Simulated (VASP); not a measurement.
# CrCdC4N4 (P-43m) in VASP: further runs

The runs below take CrCdC4N4 through single point, with PBE.

Program: VASP 6.6.1. These are calculated values, not measurements. Logs are shortened: lines on timing, memory, paths and dates and some standing lists are left out, and cuts for length are marked.

### 1 The cell of the first run

Symmetry: P-43m, No. 215, cubic system. The conventional cell has a = 6.006 Å, b = 6.006 Å, c = 6.006 Å, α = 90.00°, β = 90.00°, γ = 90.00°. Within 2.7 Å of Cr (site symmetry -43m) lie 4 N at 2.03 Å. Within 2.7 Å of Cd (site symmetry -43m) lie 4 C at 2.00 Å. C (site symmetry 3m) has 1 N at 1.17 Å within 1.6 Å. Within 1.6 Å of N (site symmetry 3m) lie 1 C at 1.17 Å.

### 2 Single point, PBE, collinear spin, ferromagnetic start

INCAR reads:

```
SYSTEM = CrCdC4N4
ALGO     = Normal         ! electronic algorithm
EDIFF    = 1E-6           ! SCF threshold, eV
ENCUT    = 520            ! plane-wave cutoff, eV
GGA      = PE             ! functional
ISIF     = 2              ! what is computed and relaxed
ISMEAR   = 0              ! smearing method
ISPIN    = 2              ! spin polarisation
LASPH    = .TRUE.         ! aspherical terms in the spheres
LCHARG   = .TRUE.         ! write CHGCAR
LELF     = .TRUE.         ! ELF
LMAXMIX  = 4              ! l up to which the mixer works
LORBIT   = 11             ! projections on sites
LREAL    = .FALSE.        ! projectors in reciprocal space
LVHAR    = .TRUE.       
LWAVE    = .FALSE.        ! write WAVECAR
MAGMOM   = 3 0 0 0 0 0 0 0 0 0 ! initial moments
NBANDS   = 45             ! bands
NELM     = 150            ! most SCF steps
PREC     = Accurate       ! precision mode
SIGMA    = 0.1            ! smearing width, eV
```

KPOINTS reads:

```
k-points
0
G
  4 4 4
  0 0 0
```

POSCAR reads:

```
CrCdC4N4
1.0
    6.0055975000      0.0000000000      0.0000000000
    0.0000000000      6.0055975000      0.0000000000
    0.0000000000      0.0000000000      6.0055975000
Cr Cd C N
1 1 4 4
Direct
    0.5000000000      0.5000000000      0.5000000000
    0.0000000000      0.0000000000      0.0000000000
    0.1923668500      0.1923668500      0.1923668500
    0.1923668500      0.8076331500      0.8076331500
    0.8076331500      0.1923668500      0.8076331500
    0.8076331500      0.8076331500      0.1923668500
    0.3048452200      0.3048452200      0.3048452200
    0.3048452200      0.6951547800      0.6951547800
    0.6951547800      0.3048452200      0.6951547800
    0.6951547800      0.6951547800      0.3048452200
```

Potentials or basis: VASP PAW PBE potentials, release 64 (Cr_pv, Cd, C, N).

On the command line:

```sh
> cat potpaw_PBE.64/Cr_pv/POTCAR potpaw_PBE.64/Cd/POTCAR potpaw_PBE.64/C/POTCAR potpaw_PBE.64/N/POTCAR > POTCAR
> mpirun -np 1 vasp_std > vasp.out
```

OUTCAR:

```text
SYSTEM = CrCdC4N4
   EDIFF = 1E-6
   ENCUT = 520
   GGA = PE
   ISIF = 2
   ISMEAR = 0
   ISPIN = 2
   LASPH = .TRUE.
   LORBIT = 11
   LREAL = .FALSE.
   NELM = 150
   PREC = Accurate

 ion  position               nearest neighbor table
   1  0.500  0.500  0.500-   7 2.03   8 2.03   9 2.03  10 2.03
   2  0.000  0.000  0.000-   3 2.00   4 2.00   5 2.00   6 2.00
   3  0.192  0.192  0.192-   7 1.17   2 2.00
   4  0.192  0.808  0.808-   8 1.17   2 2.00
   5  0.808  0.192  0.808-   9 1.17   2 2.00
   6  0.808  0.808  0.192-  10 1.17   2 2.00
   7  0.305  0.305  0.305-   3 1.17   1 2.03
   8  0.305  0.695  0.695-   4 1.17   1 2.03
   9  0.695  0.305  0.695-   5 1.17   1 2.03
  10  0.695  0.695  0.305-   6 1.17   1 2.03

  LATTYP: Found a simple cubic cell.
 ALAT       =     6.0055975000

  Lattice vectors:

 A1 = (   6.0055975000,   0.0000000000,   0.0000000000)
 A2 = (   0.0000000000,   6.0055975000,   0.0000000000)
 A3 = (   0.0000000000,   0.0000000000,   6.0055975000)

Analysis of symmetry for initial positions (statically):
=====================================================================
 Subroutine PRICEL returns:
 Original cell was already a primitive cell.

 Routine SETGRP: Setting up the symmetry group for a
 simple cubic supercell.

 Subroutine GETGRP returns: Found 24 space group operations
 (whereof 24 operations were pure point group operations)
 out of a pool of 48 trial point group operations.

The static configuration has the point symmetry T_d .

Analysis of symmetry for dynamics (positions and initial velocities):
=====================================================================
 Subroutine PRICEL returns:
 Original cell was already a primitive cell.

 Routine SETGRP: Setting up the symmetry group for a
 simple cubic supercell.

 Subroutine GETGRP returns: Found 24 space group operations
 (whereof 24 operations were pure point group operations)
 out of a pool of 48 trial point group operations.

The dynamic configuration has the point symmetry T_d .

Analysis of structural, dynamic, and magnetic symmetry:
=====================================================================
 Subroutine PRICEL returns:
 Original cell was already a primitive cell.

 Routine SETGRP: Setting up the symmetry group for a
 simple cubic supercell.

 Subroutine GETGRP returns: Found 24 space group operations
 (whereof 24 operations were pure point group operations)
 out of a pool of 48 trial point group operations.

The overall configuration has the point symmetry T_d .

 Subroutine INISYM returns: Found 24 space group operations
 (whereof 24 operations are pure point group operations),
 and found     1 'primitive' translations

----------------------------------------------------------------------------------------

                                     Primitive cell

  volume of cell :     216.6051

  direct lattice vectors                    reciprocal lattice vectors
     6.005597500  0.000000000  0.000000000     0.166511325  0.000000000  0.000000000
     0.000000000  6.005597500  0.000000000     0.000000000  0.166511325  0.000000000
     0.000000000  0.000000000  6.005597500     0.000000000  0.000000000  0.166511325

  length of vectors
     6.005597500  6.005597500  6.005597500     0.166511325  0.166511325  0.166511325

  position of ions in fractional coordinates (direct lattice)
     0.500000000  0.500000000  0.500000000
     0.000000000  0.000000000  0.000000000
     0.192366850  0.192366850  0.192366850
     0.192366850  0.807633150  0.807633150
     0.807633150  0.192366850  0.807633150
     0.807633150  0.807633150  0.192366850
     0.304845220  0.304845220  0.304845220
     0.304845220  0.695154780  0.695154780
     0.695154780  0.304845220  0.695154780
     0.695154780  0.695154780  0.304845220

  ion indices of the primitive-cell ions
   primitive index   ion index
                 1           1
                 2           2
                 3           3
                 4           4
                 5           5
                 6           6
                 7           7
[... 49 lines left out ...]
   NGXF,Y,Z  is equivalent  to a cutoff of  26.57, 26.57, 26.57 a.u.
 SYSTEM =  CrCdC4N4
   PREC   = accura    normal or accurate (medium, high low for compatibility)
   ISTART =      0    job   : 0-new  1-cont  2-samecut
   ICHARG =      2    charge: 1-file 2-atom 10-const
   ISPIN  =      2    spin polarized calculation?
   LNONCOLLINEAR =      F non collinear calculations
   LSORBIT =      F    spin-orbit coupling
   LASPH  =      T    aspherical Exc in radial PAW
   ENCUT  =  520.0 eV  38.22 Ry    6.18 a.u.  11.17 11.17 11.17*2*pi/ulx,y,z
   NELM   =    150;   NELMIN=  2; NELMDL= -5     # of ELM steps
   EDIFF  = 0.1E-05   stopping-criterion for ELM
   LREAL  =      F    real-space projection
   EDIFFG = 0.1E-04   stopping-criterion for IOM
   NSW    =      0    number of steps for IOM
   IBRION =     -1    ionic relax: 0-MD 1-quasi-New 2-CG
   NFREE  =      0    steps in history (QN), initial steepest desc. (CG)
   ISIF   =      2    stress and relaxation
   ISYM   =      2    0-nonsym 1-usesym 2-fastsym
   POTIM  = 0.5000    time-step for ionic-motion
   TEBEG  =    0.0;   TEEND  =   0.0 temperature during run
   PSTRESS=    0.0 pullay stress
   NELECT =      60.0000    total number of electrons
   NUPDOWN=      -1.0000    fix difference up-down
   EMIN   =  10.00;   EMAX   =-10.00  energy-range for DOS
   EFERMI =   0.00;   METHOD = LEGACY
   ISMEAR =     0;   SIGMA  =   0.10  broadening in eV -4-tet -1-fermi 0-gaus
   EFERMI_NEDOS =   21; number of points for ismear=-14 and -15
   IALGO  =     38    algorithm
   IMIX   =      4    mixing-type and parameters
     AMIX     =   0.40;   BMIX     =  1.00
     AMIX_MAG =   1.60;   BMIX_MAG =  1.00
  volume/ion in A,a.u.               =      21.66       146.17
  Fermi-wavevector in a.u.,A,eV,Ry     =   1.067175  2.016669 15.495168  1.138863
  Thomas-Fermi vector in A             =   2.202783
   LORBIT       =     11    0 simple, 1 ext, 2 COOP (PROOUT), +10 PAW based schemes
   GGA     = PE    functional components
   LHFCALC =     F    Hartree Fock is set to
   AEXX    =    0.0000 exact exchange contribution
   IVDW    =     0    specifies the selected vdW correction
   LEPSILON=     F    determine dielectric tensor
   LRPA    =     F    only Hartree local field effects (RPA)
 spin polarized calculation
 Gauss-broadening in eV      SIGMA  =   0.10
  energy-cutoff  :      520.00
  volume of cell :      216.61
 maximum number of plane-waves:      5866
 NGX is ok and might be reduce to    48
   NGX = 23   NGY = 23   NGZ = 23

 number of electron      60.0000002 magnetization       3.9996703

 Free energy of the ion-electron system (eV)
  ---------------------------------------------------
  ext. energy  EPLUGINS =         0.00000000
  ---------------------------------------------------
  free energy    TOTEN  =       -75.34381759 eV

  energy without entropy =      -75.28050557  energy(sigma->0) =      -75.31216158

 E-fermi :  -0.6323     XC(G=0):  -7.0785

 val. band max:       -0.6395098532   @ k =   0.2500   0.2500   0.2500
 cond. band min:      -0.6213603657   @ k =   0.5000   0.2500   0.2500
 fundamental gap:      0.0181494876
 Fermi energy:        -0.6322684971

 spin component 1

 k-point     1 :       0.0000    0.0000    0.0000
  band No.  band energies     occupation
      1     -44.9541      1.00000
      2     -44.9541      1.00000
      3     -44.9541      1.00000
      4     -18.7969      1.00000
      5     -18.6948      1.00000
      6     -18.6948      1.00000
[... 439 lines left out ...]
     41       3.9810      0.00000
     42       4.9670      0.00000
 Fermi energy:        -0.6322684971

 spin component 2

 k-point     1 :       0.0000    0.0000    0.0000
  band No.  band energies     occupation
      1     -41.4666      1.00000
      2     -41.4666      1.00000
      3     -41.4666      1.00000
      4     -18.7716      1.00000
      5     -18.6724      1.00000
      6     -18.6724      1.00000
[... 439 lines left out ...]
     41       4.2265      0.00000
     42       6.1778      0.00000
 [bands above 42 left out]

------------------------ aborting loop because EDIFF is reached ----------------------------------------

  FORCE on cell =-STRESS in cart. coord.  units (eV):
  Direction    XX          YY          ZZ          XY          YZ          ZX
  --------------------------------------------------------------------------------------
  -------------------------------------------------------------------------------------
  Total        7.5827682      7.5827682      7.5827682      0.0000000     -0.0000000      0.0000000
  in kB       56.0879666     56.0879666     56.0879666      0.0000000     -0.0000000      0.0000000
  external PRESSURE =      56.0879666 kB  Pullay stress =       0.0000000 kB

 VOLUME and BASIS-vectors are now :
 -----------------------------------------------------------------------------
  energy-cutoff  :      520.00
  volume of cell :      216.61
      direct lattice vectors                 reciprocal lattice vectors
     6.005597500  0.000000000  0.000000000     0.166511325  0.000000000  0.000000000
     0.000000000  6.005597500  0.000000000     0.000000000  0.166511325  0.000000000
     0.000000000  0.000000000  6.005597500     0.000000000  0.000000000  0.166511325

 POSITION                                       TOTAL-FORCE (eV/Angst)
 -----------------------------------------------------------------------------------
      3.00280      3.00280      3.00280        -0.000000      0.000000      0.000000
      0.00000      0.00000      0.00000        -0.000000      0.000000      0.000000
      1.15528      1.15528      1.15528         1.518593      1.518593      1.518593
      1.15528      4.85032      4.85032         1.518593     -1.518593     -1.518593
      4.85032      1.15528      4.85032        -1.518593      1.518593     -1.518593
      4.85032      4.85032      1.15528        -1.518593     -1.518593      1.518593
      1.83078      1.83078      1.83078         0.279846      0.279846      0.279846
      1.83078      4.17482      4.17482         0.279846     -0.279846     -0.279846
      4.17482      1.83078      4.17482        -0.279846      0.279846     -0.279846
      4.17482      4.17482      1.83078        -0.279846     -0.279846      0.279846
 -----------------------------------------------------------------------------------
    total drift:                               -0.000000     -0.000000     -0.000000

  FREE ENERGIE OF THE ION-ELECTRON SYSTEM (eV)
  ---------------------------------------------------
  free  energy   TOTEN  =       -75.3438175924 eV

  energy  without entropy=      -75.2805055661  energy(sigma->0) =      -75.31216158

 total charge

# of ion       s       p       d       tot
------------------------------------------
    1        0.249   6.260   4.016  10.525
    2        0.523   0.739   9.501  10.764
    3        0.968   1.633   0.000   2.601
    4        0.968   1.633   0.000   2.601
    5        0.968   1.633   0.000   2.601
    6        0.968   1.633   0.000   2.601
    7        1.304   2.596   0.000   3.900
    8        1.304   2.596   0.000   3.900
    9        1.304   2.596   0.000   3.900
   10        1.304   2.596   0.000   3.900
--------------------------------------------------
tot          9.856  23.917  13.517  47.291

 magnetization (x)

# of ion       s       p       d       tot
------------------------------------------
    1        0.024   0.060   3.294   3.378
    2       -0.002  -0.006   0.014   0.005
    3        0.006   0.057   0.000   0.063
    4        0.006   0.057   0.000   0.063
    5        0.006   0.057   0.000   0.063
    6        0.006   0.057   0.000   0.063
    7       -0.003  -0.037   0.000  -0.040
    8       -0.003  -0.037   0.000  -0.040
    9       -0.003  -0.037   0.000  -0.040
   10       -0.003  -0.037   0.000  -0.040
--------------------------------------------------
tot          0.033   0.132   3.308   3.473
```

It used 210 s of CPU time on 1 thread of Intel Xeon 8259CL, on a shared host.

Results:

```
Free energy                                           : -75.3438 eV
Pressure                                              : 5.6 GPa
Largest force                                         : 2.630 eV/Å
Band gap on the k mesh                                : zero (filled and empty bands overlap)
Net moment                                            : 4.00 μB per cell
Site moments                                          : Cr +3.38; Cd +0.01; C +0.06; N -0.04 μB
Valence electrons inside the program's atomic spheres : Cr 10.53; Cd 10.76; C 2.60; N 3.90
```

Forces on the atoms (eV/Å):
```
Cr   0.000  0.000  0.000
Cd   0.000  0.000  0.000
C    1.519  1.519  1.519
C    1.519 -1.519 -1.519
C   -1.519  1.519 -1.519
C   -1.519 -1.519  1.519
N    0.280  0.280  0.280
N    0.280 -0.280 -0.280
N   -0.280  0.280 -0.280
N   -0.280 -0.280  0.280
```

Caveat: the cell stands under pressure; a cell with one magnetic atom can't hold antiferromagnetic order, which such compounds often take; forces of over 1 eV/Å act on the atoms, so gaps and moduli don't describe the material at rest. With open d or f shells a metallic result of PBE can be an artefact of self-interaction; +U or a hybrid may open a gap.

### 3 Single point, PBE, collinear spin, ferromagnetic start

This run uses another cell than the first one, of 23.99 Å³/atom.

INCAR reads:

```
ALGO     = Normal         # electronic algorithm
EDIFF    = 1E-6           # SCF threshold, eV
ENCUT    = 520            # plane-wave cutoff, eV
GGA      = PE             # functional
ISIF     = 2              # what is computed and relaxed
ISMEAR   = 0              # smearing method
ISPIN    = 2              # spin polarisation
LASPH    = True           # aspherical terms in the spheres
LCHARG   = False          # write CHGCAR
LMAXMIX  = 4              # l up to which the mixer works
LORBIT   = 11             # projections on sites
LREAL    = False          # projectors in reciprocal space
LWAVE    = False          # write WAVECAR
MAGMOM   = 3 0 0 0 0 0 0 0 0 0 # initial moments
NBANDS   = 45             # bands
NELM     = 150            # most SCF steps
PREC     = Accurate       # precision mode
SIGMA    = 0.1            # smearing width, eV
```

KPOINTS reads:

```
k-points
0
Gamma
  4 4 4
```

POSCAR reads:

```
CrCdC4N4
1.0
    6.2137947717      0.0000000000      0.0000000000
    0.0000000000      6.2137947717      0.0000000000
    0.0000000000      0.0000000000      6.2137947717
Cr Cd C N
1 1 4 4
Direct
    0.5000000000      0.5000000000      0.5000000000
    0.0000000000      0.0000000000      0.0000000000
    0.2059241631      0.2059241631      0.2059241631
    0.2059241631      0.7940758369      0.7940758369
    0.7940758369      0.2059241631      0.7940758369
    0.7940758369      0.7940758369      0.2059241631
    0.3145345250      0.3145345250      0.3145345250
    0.3145345250      0.6854654750      0.6854654750
    0.6854654750      0.3145345250      0.6854654750
    0.6854654750      0.6854654750      0.3145345250
```

Potentials or basis: VASP PAW PBE potentials, release 64 (Cr_pv, Cd, C, N).

On the command line:

```sh
> cat potpaw_PBE.64/Cr_pv/POTCAR potpaw_PBE.64/Cd/POTCAR potpaw_PBE.64/C/POTCAR potpaw_PBE.64/N/POTCAR > POTCAR
> mpirun -np 1 vasp_std > vasp.out
```

It took 5.4 min on 1 thread of Intel Xeon 8259CL, shared host; peak memory 0.5 GiB.

It converged, with:

| Quantity | Value |
| --- | --- |
| Free energy | -76.4870 eV |
| Pressure | 0.8 GPa |
| Largest force | 0.351 eV/Å |
| Band gap on the k mesh | zero (filled and empty bands overlap) |
| Net moment | 4.00 μB per cell |
| Site moments | Cr +3.32; Cd +0.00; C +0.07; N -0.04 μB |
| Valence electrons inside the program's atomic spheres | Cr 10.60; Cd 10.36; C 2.56; N 3.91 |

Forces on the atoms (eV/Å):
```
Cr   0.000  0.000  0.000
Cd   0.000  0.000  0.000
C   -0.194 -0.194 -0.194
C   -0.194  0.194  0.194
C    0.194 -0.194  0.194
C    0.194  0.194 -0.194
N    0.203  0.203  0.203
N    0.203 -0.203 -0.203
N   -0.203  0.203 -0.203
N   -0.203 -0.203  0.203
```

Levels at points of the mesh, in eV from the Fermi level:
Spin up:
| k point | band 29 | band 30 | band 31 | band 32 | band 33 | band 34 | band 35 | band 36 | band 37 | band 38 |
| --- | --- | --- | --- | --- | --- | --- | --- | --- | --- | --- |
| (0.00, 0.00, 0.00) | -1.14 | -1.14 | -0.16 | -0.16 | -0.16 | 3.42 | 3.42 | 3.42 | 3.99 | 3.99 |
| (0.50, 0.00, 0.00) | -1.13 | -1.10 | -0.06 | 0.02 | 0.02 | 3.30 | 3.30 | 3.51 | 3.84 | 3.85 |
| (0.50, 0.50, 0.00) | -1.12 | -1.09 | -0.08 | 0.04 | 0.04 | 3.40 | 3.40 | 3.56 | 3.69 | 4.09 |
| (0.50, 0.50, 0.50) | -1.09 | -1.09 | -0.09 | -0.09 | -0.09 | 3.57 | 3.57 | 3.57 | 4.15 | 4.15 |
Spin down:
| k point | band 25 | band 26 | band 27 | band 28 | band 29 | band 30 | band 31 | band 32 |
| --- | --- | --- | --- | --- | --- | --- | --- | --- |
| (0.00, 0.00, 0.00) | -4.07 | -3.40 | -3.40 | -3.40 | 1.63 | 1.63 | 1.80 | 1.80 |
| (0.50, 0.00, 0.00) | -4.14 | -3.49 | -3.36 | -3.36 | 1.55 | 1.77 | 2.11 | 2.11 |
| (0.50, 0.50, 0.00) | -3.94 | -3.51 | -3.35 | -3.35 | 1.59 | 1.74 | 2.07 | 2.26 |
| (0.50, 0.50, 0.50) | -3.98 | -3.43 | -3.43 | -3.43 | 1.68 | 1.68 | 2.04 | 2.04 |

Caveat: a cell with one magnetic atom can't hold antiferromagnetic order, which such compounds often take. With open d or f shells a metallic result of PBE can be an artefact of self-interaction; +U or a hybrid may open a gap.
